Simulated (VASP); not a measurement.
Here is a VASP 6.6.1 calculation.

File INCAR:

```
SYSTEM = ZrC
PREC     = Accurate       ! precision mode
ENCUT    = 520            ! plane-wave cutoff, eV
EDIFF    = 1E-7           ! SCF threshold, eV
ISMEAR   = -1             ! smearing method
SIGMA    = 0.1            ! smearing width, eV
LREAL    = .False.        ! projectors in reciprocal space
LASPH    = .True.         ! aspherical terms in the spheres
NELM     = 80             ! most SCF steps
ALGO     = Normal         ! electronic algorithm
ISIF     = 2              ! what is computed and relaxed
LWAVE    = .False.        ! write WAVECAR
LCHARG   = .True.         ! write CHGCAR
GGA      = PS             ! functional
LELF     = .True.         ! ELF
LVHAR    = .True.       
NBANDS   = 24             ! bands
```

Contents of KPOINTS:

```
regular mesh
0
Gamma
  14 14 8
  0 0 0
```

Contents of POSCAR:

```
ZrC
1.0
    3.3507354197      0.0000000029      0.0000000000
   -1.6753677123      2.9018219934      0.0000000000
    0.0000000000      0.0000000000      5.2265050782
Zr C
2 2
Direct
    0.3333333333      0.6666666667      0.2500000000
    0.6666666667      0.3333333333      0.7500000000
    0.0000000000      0.0000000000      0.0000000000
    0.0000000000      0.0000000000      0.5000000000
```

Potentials or basis: VASP PAW PBE potentials, release 64 (Zr_sv, C).

Launch:

```bash
$ cat potpaw_PBE.64/Zr_sv/POTCAR potpaw_PBE.64/C/POTCAR > POTCAR
$ mpirun -np 1 vasp_std > vasp.out
```

Question: Estimate the pressure.

Answer: 0.4 GPa.

Question: What does it give for the band gap on the k mesh?

Answer: Zero (bands 16 and 17 overlap by 1.24 eV).

Stress tensor (GPa, compression positive):
```
0.42 0.00 0.00
0.00 0.42 0.00
0.00 0.00 0.29
```

Caveat: the PAW data sets were made with another functional, which shifts forces and pressure a little.
